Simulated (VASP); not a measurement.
A run of VASP 6.6.1 is set up as follows.

INCAR

```
PREC = Accurate
ENCUT = 520
EDIFF = 1E-6
ISMEAR = 0
SIGMA = 0.1
LREAL = F
LASPH = T
NELM = 80
ALGO = Normal
ISIF = 2
LWAVE = F
LCHARG = T
GGA = PE
LELF = T
LVHAR = T
NBANDS = 24
```

KPOINTS

```
Automatic mesh
0
Gamma
  16 16 10
```

Contents of POSCAR:

```
NiO
1.0
    2.9027294984      0.0000000000      0.0000000000
    0.0000000000      2.9027294984      0.0000000000
    0.0000000000      0.0000000000      5.0483548485
Ni O
2 2
Direct
    0.0000000000      0.5000000000      0.5000000000
    0.5000000000      0.0000000000      0.0000000000
    0.0000000000      0.0000000000      0.2500000000
    0.0000000000      0.0000000000      0.7500000000
```

Potentials or basis: VASP PAW PBE potentials, release 64 (Ni, O).

Command:

```sh
$ cat potpaw_PBE.64/Ni/POTCAR potpaw_PBE.64/O/POTCAR > POTCAR
$ mpirun -np 1 vasp_std > vasp.out
```

Problem. Estimate the band gap on the k mesh.

Solution. Zero (band 16 reaches 6.02 eV, above the bottom of band 17 at 5.67 eV).

Problem. Estimate the pressure.

Solution. -8.7 GPa.

Stress tensor (GPa, compression positive):
```
-8.80  0.00  0.00
 0.00 -8.80  0.00
 0.00  0.00 -8.51
```

Caveat: the run has no spin polarisation, though such a crystal can be magnetic; semilocal functionals often make such compounds metallic where correlation or magnetic order opens a gap, which also shifts bond lengths. Spin polarisation is off, so any magnetic state and its effect on volume and gap are missing.
